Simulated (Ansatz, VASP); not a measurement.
# TiGe6Mo2: VASP beside Ansatz

```
CELL_PARAMETERS angstrom
0.00000 4.38079 7.53808
2.51269 0.00000 7.53808
2.51269 4.38079 0.00000
ATOMIC_POSITIONS crystal
Ti 0.00000 0.00000 0.00000
Ge 0.66167 0.33833 0.66167
Ge 0.99501 0.67166 0.32834
Ge 0.32834 0.00499 0.99501
Ge 0.33833 0.66167 0.33833
Ge 0.67166 0.99501 0.00499
Ge 0.00499 0.32834 0.67166
Mo 0.33333 0.33333 0.66667
Mo 0.66667 0.66667 0.33333
```

Alike in both runs: task single point; functional PBE; k mesh 4 × 4 × 4; occupations gaussian, width 0.1 eV; no spin polarisation.

|  | VASP | Ansatz |
| --- | --- | --- |
| version | VASP 6.6.1 | Ansatz 0.2.0 |
| potentials or method | VASP PAW PBE potentials, release 64 (Ti_sv, Ge_d, Mo_sv), cutoff 520 eV | scalar-relativistic, plane waves, PAW |
| valence electrons in the cell | 124 | 124 |

|  | VASP | Ansatz | Ansatz less VASP |
| --- | --- | --- | --- |
| gap on the k mesh at the Fermi level (eV) | none | none | - |
| pressure (GPa) | -16.1 | -16.2 | -0.09 |
| traceless stress, the component that is largest in VASP (GPa) | -0.45 | -0.44 | +0.003 |
| rms of the force components (eV/Å) | 0.171 | 0.173 | +0.0015 |

Atom by atom the forces differ by 0.002 eV/Å (rms over components). A gap of «none» marks a metal or a gap that the smearing closes. The functional is the same, so the differences come from potentials, cutoffs and numerics.

The k mesh is coarse, so the values compare programs but aren't converged.
